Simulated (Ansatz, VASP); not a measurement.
## AlN in VASP and in Ansatz

The input POSCAR:

```
AlN
1.0
    0.0000000000      2.0011066532      2.6014386492
    2.0011066532      0.0000000000      2.6014386492
    2.0011066532      2.0011066532      0.0000000000
Al N
1 1
Direct
    0.0000000000      0.0000000000      0.0000000000
    0.7500000000      0.7500000000      0.7500000000
```

Contents of INCAR.step1:

```
SYSTEM = AlN
ALGO     = Normal         ! electronic algorithm
EDIFF    = 1E-4           ! SCF threshold, eV
ENCUT    = 520            ! plane-wave cutoff, eV
GGA      = PE             ! functional
ISMEAR   = 0              ! smearing method
LASPH    = .True.         ! aspherical terms in the spheres
LCHARG   = .False.        ! write CHGCAR
LREAL    = .False.        ! projectors in reciprocal space
LWAVE    = .True.         ! write WAVECAR
NBANDS   = 11             ! bands
NELM     = 60             ! most SCF steps
PREC     = Accurate       ! precision mode
SIGMA    = 0.05           ! smearing width, eV
```

INCAR.step2

```
SYSTEM = AlN
ALGO     = Normal         ! electronic algorithm
EDIFF    = 1E-6           ! SCF threshold, eV
ENCUT    = 520            ! plane-wave cutoff, eV
ISIF     = 2              ! what is computed and relaxed
ISMEAR   = 0              ! smearing method
ISTART   = 1            
LASPH    = .True.         ! aspherical terms in the spheres
LCHARG   = .True.         ! write CHGCAR
LELF     = .True.         ! ELF
LMIXTAU  = .True.       
LREAL    = .False.        ! projectors in reciprocal space
LVHAR    = .True.       
LWAVE    = .False.        ! write WAVECAR
METAGGA  = R2SCAN         ! meta-GGA
NBANDS   = 11             ! bands
NELM     = 60             ! most SCF steps
PREC     = Accurate       ! precision mode
SIGMA    = 0.05           ! smearing width, eV
```

KPOINTS

```
k-points
0
Gamma
  10 10 10
  0 0 0
```

Input for Ansatz:

```yaml
crystal:
  lattice:
    - [0.0, 2.0011066532, 2.6014386492]
    - [2.0011066532, 0.0, 2.6014386492]
    - [2.0011066532, 2.0011066532, 0.0]
  atoms:
    - { symbol: Al, position: [0.0, 0.0, 0.0] }
    - { symbol: "N", position: [0.75, 0.75, 0.75] }
basis:
  ecutwfc: 500
kpoints:
  mp_grid: { grid: [10, 10, 10] }
hamiltonian:
  xc: r2scan
scf:
  occupations: { method: gaussian, width: 0.05 }
output:
  forces: true
  stress: true
  eigenvalues: true
```

Alike in both runs: task single point; functional r2SCAN; k mesh 10 × 10 × 10; occupations gaussian, width 0.05 eV; no spin polarisation.

|  | VASP | Ansatz |
| --- | --- | --- |
| version | VASP 6.6.1 | Ansatz 0.2.0 |
| potentials or method | VASP PAW PBE potentials, release 64 (Al, N), cutoff 520 eV | scalar-relativistic, plane waves, PAW |
| valence electrons in the cell | 8 | 8 |

VASP gave:

```
gap on the k mesh at the Fermi level (eV)                     : 2.77
least direct gap on the mesh (eV)                             : 3.37
pressure (GPa)                                                : -3.7
traceless stress, the component that is largest in VASP (GPa) : -50.41
```

Problem. Which values does Ansatz return?

Solution. gap on the k mesh at the Fermi level (eV): 2.78; least direct gap on the mesh (eV): 3.34; pressure (GPa): -3.3; traceless stress, the component that is largest in VASP (GPa): -50.25.

VASP's potentials were made for PBE, not for r2SCAN. The functional is the same, so the differences come from potentials, cutoffs and numerics.
